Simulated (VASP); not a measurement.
# ZnRe (P-6m2) in VASP: notebook

Runs on ZnRe. Level: PBE. Tasks: single point.

Program: VASP 6.6.1. These are calculated values, not measurements. Logs are shortened: lines on timing, memory, paths and dates and some standing lists are left out, and cuts for length are marked.

## 1. The cell of the first run

It takes space group P-6m2 (No. 187, hexagonal). Conventional cell: a = 2.748 Å, b = 2.748 Å, c = 4.494 Å, α = 90.00°, β = 90.00°, γ = 120.00°. Re (site symmetry -6m2) has 6 Re at 2.75 Å and 6 Zn at 2.75 Å within 3.6 Å. Within 3.6 Å of Zn (site symmetry -6m2) lie 6 Zn at 2.75 Å and 6 Re at 2.75 Å.

## 2. Single point, PBE

INCAR reads:

```
SYSTEM = ZnRe
PREC     = Accurate       ! precision mode
ENCUT    = 560            ! plane-wave cutoff, eV
EDIFF    = 1E-6           ! SCF threshold, eV
ISMEAR   = 1              ! smearing method
SIGMA    = 0.05           ! smearing width, eV
LREAL    = .FALSE.        ! projectors in reciprocal space
LASPH    = .TRUE.         ! aspherical terms in the spheres
NELM     = 120            ! most SCF steps
ALGO     = Normal         ! electronic algorithm
ISIF     = 2              ! what is computed and relaxed
LWAVE    = .FALSE.        ! write WAVECAR
LCHARG   = .TRUE.         ! write CHGCAR
GGA      = PE             ! functional
LELF     = .TRUE.         ! ELF
LVHAR    = .TRUE.       
NBANDS   = 20             ! bands
GGA_COMPAT= .FALSE.
```

KPOINTS reads:

```
Automatic mesh
0
G
  15 15 8
  0 0 0
```

POSCAR reads:

```
ZnRe
1.0
    2.7482183437      0.0000000000      0.0000000000
   -1.3741091718      2.3800269008      0.0000000000
    0.0000000000      0.0000000000      4.4940660000
Re Zn
1 1
Direct
    0.3333333333      0.6666666667      0.5000000000
    0.0000000000      0.0000000000      0.0000000000
```

Potentials or basis: VASP PAW PBE potentials, release 64 (Re_sv_GW, Zn).

On the command line:

```bash
$ cat potpaw_PBE.64/Re_sv_GW/POTCAR potpaw_PBE.64/Zn/POTCAR > POTCAR
$ mpirun -np 1 vasp_std > vasp.out
```

OUTCAR:

```text
SYSTEM = ZnRe
   PREC = Accurate
   ENCUT = 560
   EDIFF = 1E-6
   ISMEAR = 1
   LREAL = .FALSE.
   LASPH = .TRUE.
   NELM = 120
   ISIF = 2
   GGA = PE

 ion  position               nearest neighbor table
   1  0.333  0.667  0.500-   2 2.75   2 2.75   2 2.75   2 2.75   2 2.75   2 2.75
   2  0.000  0.000  0.000-   1 2.75   1 2.75   1 2.75   1 2.75   1 2.75   1 2.75

  LATTYP: Found a hexagonal cell.
 ALAT       =     2.7482183437
 C/A-ratio  =     1.6352652657

  Lattice vectors:

 A1 = (   2.7482183437,   0.0000000000,   0.0000000000)
 A2 = (  -1.3741091718,   2.3800269008,   0.0000000000)
 A3 = (   0.0000000000,   0.0000000000,   4.4940660000)

Analysis of symmetry for initial positions (statically):
=====================================================================
 Subroutine PRICEL returns:
 Original cell was already a primitive cell.

 Routine SETGRP: Setting up the symmetry group for a
 hexagonal supercell.

 Subroutine GETGRP returns: Found 12 space group operations
 (whereof 12 operations were pure point group operations)
 out of a pool of 24 trial point group operations.

The static configuration has the point symmetry D_3h.

Analysis of symmetry for dynamics (positions and initial velocities):
=====================================================================
 Subroutine PRICEL returns:
 Original cell was already a primitive cell.

 Routine SETGRP: Setting up the symmetry group for a
 hexagonal supercell.

 Subroutine GETGRP returns: Found 12 space group operations
 (whereof 12 operations were pure point group operations)
 out of a pool of 24 trial point group operations.

The dynamic configuration has the point symmetry D_3h.

 Subroutine INISYM returns: Found 12 space group operations
 (whereof 12 operations are pure point group operations),
 and found     1 'primitive' translations

----------------------------------------------------------------------------------------

                                     Primitive cell

  volume of cell :      29.3949

  direct lattice vectors                    reciprocal lattice vectors
     2.748218344  0.000000000  0.000000000     0.363872107  0.210081659  0.000000000
    -1.374109172  2.380026901  0.000000000     0.000000000  0.420163318  0.000000000
     0.000000000  0.000000000  4.494066000     0.000000000  0.000000000  0.222515646

  length of vectors
     2.748218344  2.748218344  4.494066000     0.420163318  0.420163318  0.222515646

  position of ions in fractional coordinates (direct lattice)
     0.333333333  0.666666667  0.500000000
     0.000000000  0.000000000  0.000000000

  ion indices of the primitive-cell ions
   primitive index   ion index
                 1           1
                 2           2

----------------------------------------------------------------------------------------

 KPOINTS: Automatic mesh

Automatic generation of k-mesh.
 Grid dimensions read from file:
 generate k-points for:   15   15    8

 Generating k-lattice:

  Cartesian coordinates                     Fractional coordinates (reciprocal lattice)
     0.024258140  0.014005444  0.000000000     0.066666667  0.000000000  0.000000000
     0.000000000  0.028010888  0.000000000     0.000000000  0.066666667  0.000000000
     0.000000000  0.000000000  0.027814456     0.000000000  0.000000000  0.125000000

  Length of vectors
     0.028010888  0.028010888  0.027814456

  Shift w.r.t. Gamma in fractional coordinates (k-lattice)
     0.000000000  0.000000000  0.000000000

 Subroutine IBZKPT returns following result:
 ===========================================

 Found    135 irreducible k-points:

 Following reciprocal coordinates:
            Coordinates               Weight
  0.000000  0.000000  0.000000      1.000000
  0.066667  0.000000  0.000000      6.000000
  0.133333 -0.000000  0.000000      6.000000
  0.200000 -0.000000  0.000000      6.000000
  0.266667 -0.000000  0.000000      6.000000
  0.333333  0.000000  0.000000      6.000000
[... 16 lines left out ...]
  0.333333  0.200000  0.000000     12.000000
  0.400000  0.200000  0.000000      6.000000
 [... further k-points ...]
   k-points           NKPTS =    135   k-points in BZ     NKDIM =    135   number of bands    NBANDS=     20
   number of dos      NEDOS =    301   number of ions     NIONS =      2
   total plane-waves  NPLWV =  20736
   dimension x,y,z NGX =    24 NGY =   24 NGZ =   36
   dimension x,y,z NGXF=    48 NGYF=   48 NGZF=   72
   ions per type =               1   1
   NGX,Y,Z   is equivalent  to a cutoff of  14.52, 14.52, 13.32 a.u.
   NGXF,Y,Z  is equivalent  to a cutoff of  29.04, 29.04, 26.63 a.u.
 SYSTEM =  ZnRe
   PREC   = accura    normal or accurate (medium, high low for compatibility)
   ISTART =      0    job   : 0-new  1-cont  2-samecut
   ICHARG =      2    charge: 1-file 2-atom 10-const
   ISPIN  =      1    spin polarized calculation?
   LNONCOLLINEAR =      F non collinear calculations
   LSORBIT =      F    spin-orbit coupling
   LASPH  =      T    aspherical Exc in radial PAW
   ENCUT  =  560.0 eV  41.16 Ry    6.42 a.u.   5.30  5.30  8.67*2*pi/ulx,y,z
   NELM   =    120;   NELMIN=  2; NELMDL= -5     # of ELM steps
   EDIFF  = 0.1E-05   stopping-criterion for ELM
   LREAL  =      F    real-space projection
[... 7 lines left out ...]
   TEBEG  =    0.0;   TEEND  =   0.0 temperature during run
   PSTRESS=    0.0 pullay stress
   NELECT =      27.0000    total number of electrons
   NUPDOWN=      -1.0000    fix difference up-down
   EMIN   =  10.00;   EMAX   =-10.00  energy-range for DOS
   EFERMI =   0.00;   METHOD = LEGACY
   ISMEAR =     1;   SIGMA  =   0.05  broadening in eV -4-tet -1-fermi 0-gaus
   EFERMI_NEDOS =   21; number of points for ismear=-14 and -15
   IALGO  =     38    algorithm
   IMIX   =      4    mixing-type and parameters
     AMIX     =   0.40;   BMIX     =  1.00
     AMIX_MAG =   1.60;   BMIX_MAG =  1.00
  volume/ion in A,a.u.               =      14.70        99.18
  Fermi-wavevector in a.u.,A,eV,Ry     =   1.591373  3.007258 34.456306  2.532467
  Thomas-Fermi vector in A             =   2.689923
   LORBIT       =      0    0 simple, 1 ext, 2 COOP (PROOUT), +10 PAW based schemes
   GGA     = PE    functional components
   LHFCALC =     F    Hartree Fock is set to
   AEXX    =    0.0000 exact exchange contribution
   IVDW    =     0    specifies the selected vdW correction
   LEPSILON=     F    determine dielectric tensor
   LRPA    =     F    only Hartree local field effects (RPA)
 non-spin polarized calculation
 Methfessel and Paxton  Order N= 1 SIGMA  =   0.05
  energy-cutoff  :      560.00
  volume of cell :       29.39
 maximum number of plane-waves:       903
 NGX is ok and might be reduce to    24
   NGX = 11   NGY = 11   NGZ = 17

 number of electron      27.0000016 magnetization

 Free energy of the ion-electron system (eV)
  ---------------------------------------------------
  ext. energy  EPLUGINS =         0.00000000
  ---------------------------------------------------
  free energy    TOTEN  =       -14.67596201 eV

  energy without entropy =      -14.67586628  energy(sigma->0) =      -14.67593010

 E-fermi :   8.1352     XC(G=0): -13.0372

 val. band max:        8.1340310640   @ k =   0.1333   0.0667   0.3750
 cond. band min:       8.1402214452   @ k =   0.4000   0.2000   0.5000
 fundamental gap:      0.0061903811
 Fermi energy:         8.1351852012

 k-point     1 :       0.0000    0.0000    0.0000
  band No.  band energies     occupation
      1     -72.0508      2.00000
      2     -34.0094      2.00000
      3     -33.3222      2.00000
      4     -33.3222      2.00000
      5      -2.1350      2.00000
      6       0.2006      2.00000
[... 12 lines left out ...]
     19      25.1996      0.00000
     20      25.1999      0.00000

 k-point     2 :       0.0667    0.0000    0.0000
  band No.  band energies     occupation
      1     -72.0476      2.00000
      2     -34.0035      2.00000
      3     -33.3643      2.00000
      4     -33.3322      2.00000
      5      -1.9890      2.00000
      6       0.2492      2.00000
[... 12 lines left out ...]
     19      23.7423      0.00000
     20      24.3088      0.00000

 k-point     3 :       0.1333   -0.0000    0.0000
  band No.  band energies     occupation
      1     -72.0382      2.00000
      2     -33.9870      2.00000
      3     -33.4808      2.00000
      4     -33.3593      2.00000
      5      -1.5665      2.00000
      6       0.3667      2.00000
[... 12 lines left out ...]
     19      22.8828      0.00000
     20      23.6285      0.00000

 k-point     4 :       0.2000   -0.0000    0.0000
  band No.  band energies     occupation
      1     -72.0243      2.00000
      2     -33.9628      2.00000
      3     -33.6496      2.00000
      4     -33.3991      2.00000
      5      -0.9187      2.00000
      6       0.4722      2.00000
[... 12 lines left out ...]
     19      21.5248      0.00000
     20      24.1457      0.00000

 k-point     5 :       0.2667   -0.0000    0.0000
  band No.  band energies     occupation
      1     -72.0083      2.00000
      2     -33.9351      2.00000
      3     -33.8393      2.00000
      4     -33.4443      2.00000
      5      -0.1918      2.00000
      6       0.5101      2.00000
[... 12 lines left out ...]
     19      20.3266      0.00000
     20      22.8294      0.00000
[... 353 lines left out ...]
      6       0.6711      2.00000
[... 12 lines left out ...]
     19      15.9740      0.00000
     20      22.2185      0.00000

 k-point    22 :       0.2667    0.2000    0.0000
  band No.  band energies     occupation
      1     -71.9783      2.00000
      2     -34.0616      2.00000
      3     -33.8824      2.00000
      4     -33.6654      2.00000
      5       0.4740      2.00000
      6       0.5909      2.00000
[... 12 lines left out ...]
     19      15.5903      0.00000
     20      21.6450      0.00000

 k-point    23 :       0.3333    0.2000    0.0000
  band No.  band energies     occupation
      1     -71.9706      2.00000
      2     -34.1139      2.00000
      3     -33.8690      2.00000
      4     -33.7234      2.00000
      5       0.4345      2.00000
      6       0.5359      2.00000
[... 12 lines left out ...]
     19      17.0043      0.00000
     20      20.6238      0.00000

 k-point    24 :       0.4000    0.2000    0.0000
  band No.  band energies     occupation
      1     -71.9679      2.00000
      2     -34.1316      2.00000
      3     -33.8642      2.00000
      4     -33.7446      2.00000
      5       0.4186      2.00000
      6       0.5162      2.00000
[... 12 lines left out ...]
     19      18.1607      0.00000
     20      19.5321      0.00000

 [... further k-points ...]
[... 5 lines left out ...]
  --------------------------------------------------------------------------------------
  -------------------------------------------------------------------------------------
  Total       -0.3152368     -0.3152368     -0.4648001     -0.0000000     -0.0000000      0.0000000
  in kB      -17.1820513    -17.1820513    -25.3340258     -0.0000000     -0.0000000      0.0000000
  external PRESSURE =     -19.8993762 kB  Pullay stress =       0.0000000 kB

 VOLUME and BASIS-vectors are now :
 -----------------------------------------------------------------------------
  energy-cutoff  :      560.00
  volume of cell :       29.39
      direct lattice vectors                 reciprocal lattice vectors
     2.748218344  0.000000000  0.000000000     0.363872107  0.210081659  0.000000000
    -1.374109172  2.380026901  0.000000000     0.000000000  0.420163318  0.000000000
     0.000000000  0.000000000  4.494066000     0.000000000  0.000000000  0.222515646

 POSITION                                       TOTAL-FORCE (eV/Angst)
 -----------------------------------------------------------------------------------
     -0.00000      1.58668      2.24703         0.000000      0.000000      0.000000
      0.00000      0.00000      0.00000         0.000000     -0.000000      0.000000
 -----------------------------------------------------------------------------------
    total drift:                                0.000001     -0.000000     -0.000000

  FREE ENERGIE OF THE ION-ELECTRON SYSTEM (eV)
  ---------------------------------------------------
  free  energy   TOTEN  =       -14.6759620114 eV

  energy  without entropy=      -14.6758662832  energy(sigma->0) =      -14.67593010
```

It took 62 s on 1 thread of Intel Xeon 6975P-C (Granite Rapids), shared host; peak memory 0.24 GiB.

Results:

```
Free energy            : -14.6760 eV
Pressure               : -2.0 GPa
Band gap on the k mesh : zero (an odd number of electrons rules out a gap without spin polarisation)
```

Caveat: spin-orbit coupling is left out, which moves the levels of the heavy elements.

## 3. Single point, PBE

INCAR reads:

```
SYSTEM = ZnRe
  ALGO = Normal
  EDIFF = 1E-6
  ENCUT = 560
  GGA = PE
  GGA_COMPAT = .False.
  ISIF = 2
  ISMEAR = 1
  LASPH = .True.
  LCHARG = .True.
  LELF = .True.
  LREAL = .False.
  LVHAR = .True.
  LWAVE = .False.
  NBANDS = 20
  NELM = 120
  PREC = Accurate
  SIGMA = 0.05
```

KPOINTS reads:

```
k-points
0
Gamma
  18 18 10
  0 0 0
```

POSCAR is that of step 2.

Potentials or basis: VASP PAW PBE potentials, release 64 (Re_sv_GW, Zn).

On the command line:

```bash
$ cat potpaw_PBE.64/Re_sv_GW/POTCAR potpaw_PBE.64/Zn/POTCAR > POTCAR
$ mpirun -np 1 vasp_std > vasp.out
```

Wall time 1.8 min (1 thread of Intel Xeon Platinum 8259CL at 2.50GHz (Skylake/Cascade Lake), shared host); peak memory 0.29 GiB.

It converged, with:

* Free energy: -14.6797 eV
* Pressure: -1.9 GPa
* Band gap on the k mesh: zero (an odd number of electrons rules out a gap without spin polarisation)

Stress tensor (GPa, compression positive):
```
-1.87  0.00  0.00
 0.00 -1.87  0.00
 0.00  0.00 -2.12
```

Levels at points of the mesh, in eV from the Fermi level:
| k point | band 12 | band 13 | band 14 | band 15 | band 16 | band 17 |
| --- | --- | --- | --- | --- | --- | --- |
| (0.00, 0.00, 0.00) | -1.57 | -1.27 | -1.27 | 1.70 | 1.70 | 4.73 |
| (0.50, 0.00, 0.00) | -3.28 | -1.66 | 0.75 | 4.16 | 4.95 | 6.29 |
| (0.00, 0.00, 0.50) | -3.13 | -1.19 | -1.19 | 1.64 | 1.64 | 9.36 |
| (0.50, 0.00, 0.50) | -1.40 | -0.48 | 0.25 | 1.09 | 4.09 | 4.16 |

Caveat: spin-orbit coupling is left out, which moves the levels of the heavy elements.

## 4. Single point, PBE, non-collinear spin, zero start, spin-orbit coupling

INCAR reads:

```
  PREC = Accurate
  ENCUT = 560
  EDIFF = 1E-6
  ISMEAR = -1
  SIGMA = 0.05
  LREAL = False
  LASPH = True
  NELM = 200
  ALGO = Normal
  ISIF = 2
  LWAVE = False
  LCHARG = False
  MAGMOM = 0 0 0 0 0 0
  LORBIT = 11
  LSORBIT = True
  GGA_COMPAT = False
  LORBMOM = True
  LMAXMIX = 4
  GGA = PE
  NBANDS = 39
```

KPOINTS reads:

```
regular mesh
0
Gamma
  11 11 6
```

POSCAR is that of step 3.

On the command line:

```bash
$ cat potpaw_PBE.64/Re_sv_GW/POTCAR potpaw_PBE.64/Zn/POTCAR > POTCAR
$ mpirun -np 1 vasp_ncl > vasp.out
```

It took 4.8 min on 1 thread of Intel Xeon Platinum 8375C at 2.90GHz (Ice Lake), shared host; peak memory 0.37 GiB.

The run converged. Its results:

```yaml
Free_energy: -16.4973 eV
Pressure: -1.4 GPa
Net_moment: 0.00 μB per cell
Valence_electrons_inside_the_program's_atomic_spheres: Re 13.59; Zn 10.89
```

Stress tensor (GPa, compression positive):
```
-1.25  0.00  0.00
 0.00 -1.25  0.00
 0.00  0.00 -1.63
```

Moments on the atoms (μB; x, y, z):
```
Re  0.00 0.00 0.00
Zn  0.00 0.00 0.00
```

## 5. Overview

| spin | k mesh | smearing | gap on the mesh (eV) | pressure (GPa) |
| --- | --- | --- | --- | --- |
| off | 15 × 15 × 8 | methfessel-paxton 0.05 eV | none | -2.0 |
| off | 18 × 18 × 10 | methfessel-paxton 0.05 eV | none | -1.9 |
| non-collinear, zero start, SOC | 11 × 11 × 6 | fermi-dirac 0.05 eV | - | -1.4 |

Alike in all rows: task single point; level PBE; potentials or basis VASP PAW PBE potentials, release 64 (Re_sv_GW, Zn); cell as given; cutoff (eV) 560.

Caveats: spin-orbit coupling is left out, which moves the levels of the heavy elements (at least some runs).

Total energies depend on the potentials used, so only differences within one code and one set of settings carry meaning.
